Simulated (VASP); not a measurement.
# GdN (Fm-3m) in VASP: further runs, part 2 of 3

VASP 6.6.1. Earlier steps stand in the parts before.

### 3 Electric field gradients, PBE, collinear spin, ferromagnetic start (15.15 Å³/atom)

This run uses another cell than the first one, of 15.15 Å³/atom.

INCAR

```
  PREC = Accurate
  ENCUT = 520
  EDIFF = 1E-8
  ISMEAR = -1
  SIGMA = 0.05
  LREAL = False
  LASPH = True
  NELM = 150
  ALGO = Normal
  ISIF = 2
  LWAVE = False
  LCHARG = False
  ISPIN = 2
  MAGMOM = 7 0
  LORBIT = 11
  LMAXMIX = 6
  GGA = PE
  LEFG = True
  NBANDS = 22
```

KPOINTS

```
regular mesh
0
Gamma
  13 13 13
```

POSCAR

```
GdN
1.0
    0.0000000000      2.4742507990      2.4742507990
    2.4742507990      0.0000000000      2.4742507990
    2.4742507990      2.4742507990      0.0000000000
Gd N
1 1
Direct
    0.0000000000      0.0000000000      0.0000000000
    0.5000000000      0.5000000000      0.5000000000
```

Potentials or basis: VASP PAW PBE potentials, release 64 (Gd, N).

The run is started by

```
$ cat potpaw_PBE.64/Gd/POTCAR potpaw_PBE.64/N/POTCAR > POTCAR
$ mpirun -np 1 vasp_std > vasp.out
```

OUTCAR:

```text
PREC = Accurate
   ENCUT = 520
   EDIFF = 1E-8
   ISMEAR = -1
   LREAL = False
   LASPH = True
   NELM = 150
   ISIF = 2
   ISPIN = 2
   LORBIT = 11
   GGA = PE

 ion  position               nearest neighbor table
   1  0.000  0.000  0.000-   2 2.47   2 2.47   2 2.47   2 2.47   2 2.47   2 2.47
   2  0.500  0.500  0.500-   1 2.47   1 2.47   1 2.47   1 2.47   1 2.47   1 2.47

  LATTYP: Found a face centered cubic cell.
 ALAT       =     4.9485015980

  Lattice vectors:

 A1 = (   0.0000000000,   2.4742507990,   2.4742507990)
 A2 = (   2.4742507990,   0.0000000000,   2.4742507990)
 A3 = (   2.4742507990,   2.4742507990,   0.0000000000)

Analysis of symmetry for initial positions (statically):
=====================================================================
 Subroutine PRICEL returns:
 Original cell was already a primitive cell.

 Routine SETGRP: Setting up the symmetry group for a
 face centered cubic supercell.

 Subroutine GETGRP returns: Found 48 space group operations
 (whereof 48 operations were pure point group operations)
 out of a pool of 48 trial point group operations.

The static configuration has the point symmetry O_h .

Analysis of symmetry for dynamics (positions and initial velocities):
=====================================================================
 Subroutine PRICEL returns:
 Original cell was already a primitive cell.

 Routine SETGRP: Setting up the symmetry group for a
 face centered cubic supercell.

 Subroutine GETGRP returns: Found 48 space group operations
 (whereof 48 operations were pure point group operations)
 out of a pool of 48 trial point group operations.

The dynamic configuration has the point symmetry O_h .

Analysis of structural, dynamic, and magnetic symmetry:
=====================================================================
 Subroutine PRICEL returns:
 Original cell was already a primitive cell.

 Routine SETGRP: Setting up the symmetry group for a
 face centered cubic supercell.

 Subroutine GETGRP returns: Found 48 space group operations
 (whereof 48 operations were pure point group operations)
 out of a pool of 48 trial point group operations.

The overall configuration has the point symmetry O_h .

 Subroutine INISYM returns: Found 48 space group operations
 (whereof 48 operations are pure point group operations),
 and found     1 'primitive' translations

----------------------------------------------------------------------------------------

                                     Primitive cell

  volume of cell :      30.2943

  direct lattice vectors                    reciprocal lattice vectors
     0.000000000  2.474250799  2.474250799    -0.202081374  0.202081374  0.202081374
     2.474250799  0.000000000  2.474250799     0.202081374 -0.202081374  0.202081374
     2.474250799  2.474250799  0.000000000     0.202081374  0.202081374 -0.202081374

  length of vectors
     3.499119037  3.499119037  3.499119037     0.350015206  0.350015206  0.350015206

[... 109 lines left out ...]
   LEPSILON=     F    determine dielectric tensor
   LRPA    =     F    only Hartree local field effects (RPA)
 spin polarized calculation
  energy-cutoff  :      520.00
  volume of cell :       30.29
 maximum number of plane-waves:       869
 NGX is ok and might be reduce to    28
   NGX = 13   NGY = 13   NGZ = 13

 number of electron      23.0000004 magnetization       6.9996430

 Free energy of the ion-electron system (eV)
  ---------------------------------------------------
  ext. energy  EPLUGINS =         0.00000000
  ---------------------------------------------------
  free energy    TOTEN  =       -23.20907854 eV

  energy without entropy =      -23.20849582  energy(sigma->0) =      -23.20878718

 E-fermi :   4.1365     XC(G=0): -11.6981

 val. band max:        4.0618229405   @ k =   0.0769   0.0000   0.0000
 cond. band min:       4.1547045010   @ k =   0.0769   0.0769   0.0000
 fundamental gap:      0.0928815606
 Fermi energy:         4.1365181937

 spin component 1

 k-point     1 :       0.0000    0.0000    0.0000
  band No.  band energies     occupation
      1     -39.6405      1.00000
      2     -16.6173      1.00000
      3     -16.6173      1.00000
      4     -16.6173      1.00000
      5      -9.0696      1.00000
      6       0.4867      1.00000
[... 589 lines left out ...]
     21      14.2344      0.00000
     22      16.8588      0.00000

 [... further k-points ...]

 spin component 2

 k-point     1 :       0.0000    0.0000    0.0000
  band No.  band energies     occupation
      1     -36.5475      1.00000
      2     -14.3704      1.00000
      3     -14.3704      1.00000
      4     -14.3704      1.00000
      5      -9.0560      1.00000
      6       3.1601      1.00000
[... 589 lines left out ...]
     21      15.1679      0.00000
     22      17.9070      0.00000

 [... further k-points ...]

------------------------ aborting loop because EDIFF is reached ----------------------------------------

  FORCE on cell =-STRESS in cart. coord.  units (eV):
  Direction    XX          YY          ZZ          XY          YZ          ZX
  --------------------------------------------------------------------------------------
  -------------------------------------------------------------------------------------
  Total        0.6422731      0.6422731      0.6422731      0.0000000      0.0000000      0.0000000
  in kB       33.9679343     33.9679343     33.9679343      0.0000000      0.0000000      0.0000000
  external PRESSURE =      33.9679343 kB  Pullay stress =       0.0000000 kB

 VOLUME and BASIS-vectors are now :
 -----------------------------------------------------------------------------
  energy-cutoff  :      520.00
  volume of cell :       30.29
      direct lattice vectors                 reciprocal lattice vectors
     0.000000000  2.474250799  2.474250799    -0.202081374  0.202081374  0.202081374
     2.474250799  0.000000000  2.474250799     0.202081374 -0.202081374  0.202081374
     2.474250799  2.474250799  0.000000000     0.202081374  0.202081374 -0.202081374

 POSITION                                       TOTAL-FORCE (eV/Angst)
 -----------------------------------------------------------------------------------
      0.00000      0.00000      0.00000        -0.000000      0.000000      0.000000
      2.47425      2.47425      2.47425         0.000000      0.000000      0.000000
 -----------------------------------------------------------------------------------
    total drift:                                0.000000      0.000000      0.000000

  FREE ENERGIE OF THE ION-ELECTRON SYSTEM (eV)
  ---------------------------------------------------
  free  energy   TOTEN  =       -23.2090785447 eV

  energy  without entropy=      -23.2084958232  energy(sigma->0) =      -23.20878718

 Electric field gradients (V/A^2)
---------------------------------------------------------------------
 ion       V_xx      V_yy      V_zz      V_xy      V_xz      V_yz
---------------------------------------------------------------------
   1       0.000    -0.000     0.000    -0.002    -0.002    -0.002
   2      -0.000     0.000    -0.000    -0.001    -0.001    -0.001
---------------------------------------------------------------------

 Electric field gradients after diagonalization (V/A^2)
 (convention: |V_zz| > |V_xx| > |V_yy|)
----------------------------------------------------------------------
 ion       V_xx      V_yy      V_zz     asymmetry (V_yy - V_xx)/ V_zz
----------------------------------------------------------------------
   1       0.002     0.002    -0.003       0.000
   2       0.001     0.001    -0.001       0.000
----------------------------------------------------------------------

           NMR quadrupolar parameters

 Cq : quadrupolar parameter    Cq=e*Q*V_zz/h
 eta: asymmetry parameters     (V_yy - V_xx)/ V_zz
 Q  : nuclear electric quadrupole moment in mb (millibarn)
----------------------------------------------------------------------
 ion       Cq(MHz)       eta       Q (mb)
----------------------------------------------------------------------
   1      -0.000       0.000       1.000
   2      -0.000       0.000       1.000
----------------------------------------------------------------------

 total charge

# of ion       s       p       d       f       tot
--------------------------------------------------
    1        2.035   5.667   0.547   6.998  15.247
    2        1.251   2.394   0.000   0.000   3.645
--------------------------------------------------
tot          3.286   8.061   0.547   6.998  18.893

 magnetization (x)

# of ion       s       p       d       f       tot
--------------------------------------------------
    1       -0.005  -0.080   0.086   6.803   6.803
    2       -0.007  -0.080   0.000   0.000  -0.087
--------------------------------------------------
tot         -0.013  -0.160   0.086   6.803   6.716
```

stdout:

```text
POSCAR found type information on POSCAR GdN
 POSCAR found :  2 types and       2 ions
 scaLAPACK will be used
 LDA part: xc-table for (Slater+PW92), standard interpolation
 POSCAR, INCAR and KPOINTS ok, starting setup
 FFT: planning ... GRIDC
 FFT: planning ... GRID_SOFT
 FFT: planning ... GRID
 WAVECAR not read
 entering main loop
ion   1

ion   2
```

Wall time 6 min (1 thread of Intel Xeon Platinum 8488C (Sapphire Rapids), shared host); peak memory 0.26 GiB.

Results:

```
Free energy                                           : -23.2091 eV
Pressure                                              : 3.4 GPa
Band gap on the k mesh                                : zero (filled and empty bands overlap)
Net moment                                            : 7.00 μB per cell
Site moments                                          : Gd +6.80; N -0.09 μB
Largest electric field gradient by atom               : under 0.05 V/Å² on every atom
Valence electrons inside the program's atomic spheres : Gd 15.25; N 3.65
```

Caveat: the cell stands under pressure; spin-orbit coupling is left out, which moves the levels of the heavy elements; a cell with one magnetic atom can't hold antiferromagnetic order, which such compounds often take; semilocal functionals describe open f shells poorly, which spoils levels, moments and volumes. With open d or f shells a metallic result of PBE can be an artefact of self-interaction; +U or a hybrid may open a gap.

### 4 Electric field gradients, PBE, collinear spin, ferromagnetic start

This run uses another cell than the first one, of 15.62 Å³/atom.

INCAR

```
PREC = Accurate
ENCUT = 520
EDIFF = 1E-8
ISMEAR = -1
SIGMA = 0.05
LREAL = False
LASPH = True
NELM = 150
ALGO = Normal
ISIF = 2
LWAVE = False
LCHARG = False
ISPIN = 2
MAGMOM = 7 0
LORBIT = 11
LMAXMIX = 6
GGA = PE
LEFG = True
NBANDS = 22
```

KPOINTS is that of step 3.

POSCAR

```
GdN
1.0
    0.0000000000      2.4995000000      2.4995000000
    2.4995000000      0.0000000000      2.4995000000
    2.4995000000      2.4995000000      0.0000000000
Gd N
1 1
Direct
    0.0000000000      0.0000000000      0.0000000000
    0.5000000000      0.5000000000      0.5000000000
```

Potentials or basis: VASP PAW PBE potentials, release 64 (Gd, N).

The run is started by

```
$ cat potpaw_PBE.64/Gd/POTCAR potpaw_PBE.64/N/POTCAR > POTCAR
$ mpirun -np 1 vasp_std > vasp.out
```

OUTCAR:

```text
PREC = Accurate
   ENCUT = 520
   EDIFF = 1E-8
   ISMEAR = -1
   LREAL = False
   LASPH = True
   NELM = 150
   ISIF = 2
   ISPIN = 2
   LORBIT = 11
   GGA = PE

 ion  position               nearest neighbor table
   1  0.000  0.000  0.000-   2 2.50   2 2.50   2 2.50   2 2.50   2 2.50   2 2.50
   2  0.500  0.500  0.500-   1 2.50   1 2.50   1 2.50   1 2.50   1 2.50   1 2.50

  LATTYP: Found a face centered cubic cell.
 ALAT       =     4.9990000000

  Lattice vectors:

 A1 = (   0.0000000000,   2.4995000000,   2.4995000000)
 A2 = (   2.4995000000,   0.0000000000,   2.4995000000)
 A3 = (   2.4995000000,   2.4995000000,   0.0000000000)

Analysis of symmetry for initial positions (statically):
=====================================================================
 Subroutine PRICEL returns:
 Original cell was already a primitive cell.

 Routine SETGRP: Setting up the symmetry group for a
 face centered cubic supercell.
[... 1419 lines left out ...]
    total drift:                                0.000000      0.000000      0.000000

  FREE ENERGIE OF THE ION-ELECTRON SYSTEM (eV)
  ---------------------------------------------------
  free  energy   TOTEN  =       -23.2159547838 eV

  energy  without entropy=      -23.2154518326  energy(sigma->0) =      -23.21570331

 Electric field gradients (V/A^2)
---------------------------------------------------------------------
 ion       V_xx      V_yy      V_zz      V_xy      V_xz      V_yz
---------------------------------------------------------------------
   1       0.000     0.000    -0.000    -0.002    -0.002    -0.002
   2      -0.000    -0.000    -0.000    -0.000    -0.000    -0.000
---------------------------------------------------------------------

 Electric field gradients after diagonalization (V/A^2)
 (convention: |V_zz| > |V_xx| > |V_yy|)
----------------------------------------------------------------------
 ion       V_xx      V_yy      V_zz     asymmetry (V_yy - V_xx)/ V_zz
----------------------------------------------------------------------
   1       0.002     0.002    -0.004       0.000
   2       0.000     0.000    -0.001       0.000
----------------------------------------------------------------------

           NMR quadrupolar parameters

 Cq : quadrupolar parameter    Cq=e*Q*V_zz/h
 eta: asymmetry parameters     (V_yy - V_xx)/ V_zz
 Q  : nuclear electric quadrupole moment in mb (millibarn)
----------------------------------------------------------------------
 ion       Cq(MHz)       eta       Q (mb)
----------------------------------------------------------------------
   1      -0.000       0.000       1.000
   2      -0.000       0.000       1.000
----------------------------------------------------------------------

 total charge

# of ion       s       p       d       f       tot
--------------------------------------------------
    1        2.033   5.661   0.527   6.999  15.220
    2        1.249   2.379   0.000   0.000   3.629
--------------------------------------------------
tot          3.283   8.040   0.527   6.999  18.849

 magnetization (x)

# of ion       s       p       d       f       tot
--------------------------------------------------
    1       -0.006  -0.081   0.082   6.808   6.804
    2       -0.007  -0.077   0.000   0.000  -0.084
--------------------------------------------------
tot         -0.012  -0.158   0.082   6.808   6.720
```

It took 6.2 min on 1 thread of Intel Xeon Platinum 8488C (Sapphire Rapids), shared host; peak memory 0.26 GiB.

Results:

- Free energy: -23.2160 eV
- Pressure: -1.2 GPa
- Band gap on the k mesh: zero (filled and empty bands overlap)
- Net moment: 7.00 μB per cell
- Site moments: Gd +6.80; N -0.08 μB
- Largest electric field gradient by atom: under 0.05 V/Å² on every atom
- Valence electrons inside the program's atomic spheres: Gd 15.22; N 3.63

Caveat: spin-orbit coupling is left out, which moves the levels of the heavy elements; a cell with one magnetic atom can't hold antiferromagnetic order, which such compounds often take; semilocal functionals describe open f shells poorly, which spoils levels, moments and volumes. The state reached can hang on the start; a lower one may exist.

[end of part 2 of 3]

The gap in the log of VASP goes by the Fermi energy; the results here count the filled bands.